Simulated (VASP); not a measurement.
## CdTe: single point with LDA

Crystal: CdTe.

```
CELL_PARAMETERS angstrom
0.00000 3.20500 3.25307
3.20500 0.00000 3.25307
3.20500 3.20500 0.00000
ATOMIC_POSITIONS crystal
Cd 0.00000 0.00000 0.00000
Te 0.75000 0.75000 0.75000
```

This cell differs from its parent crystal: strain +0.0150 x Voigt [0, 0, 1, 0, 0, 0].

| Property | Result |
| --- | --- |
| Program | VASP 6.6.1 |
| Task | single point |
| Functional | LDA |
| Potentials or basis | VASP PAW LDA potentials, release 64 (Cd, Te) |
| Cutoff | 520 eV |
| k mesh | 8 × 8 × 8 |
| Occupations | gaussian, width 0.05 eV |
| Spin | no spin polarisation |

```json
{
  "Pressure": "-0.4 GPa",
  "Band gap on the k mesh": "0.59 eV"
}
```

Stress tensor (GPa, compression positive):
```
-0.34  0.00  0.00
 0.00 -0.34  0.00
 0.00  0.00 -0.63
```

Levels at points of the mesh, in eV from the valence-band top:
```
           k point  band 5  band 6  band 7  band 8  band 9  band 10  band 11  band 12  band 13  band 14
(0.00, 0.00, 0.00)   -8.10   -8.09   -0.05    0.00    0.00     0.59     4.47     4.47     4.48     7.23
(0.50, 0.00, 0.00)   -8.08   -7.73   -4.62   -0.87   -0.79     1.66     5.03     5.12     6.86     8.49
(0.50, 0.50, 0.00)   -8.06   -7.61   -4.53   -1.93   -1.93     2.43     2.61     8.65     9.06     9.06
(0.50, 0.00, 0.50)   -8.06   -7.58   -4.46   -2.00   -1.98     2.37     2.49     8.75     9.00     9.11
```

It took 99 s on 1 thread of Intel Xeon 8259CL, on a shared host, peak memory 0.22 GiB.

Caveat: the cell differs from its parent crystal (strain +0.0150 x Voigt [0, 0, 1, 0, 0, 0]); spin-orbit coupling is left out, which moves the levels of the heavy elements.
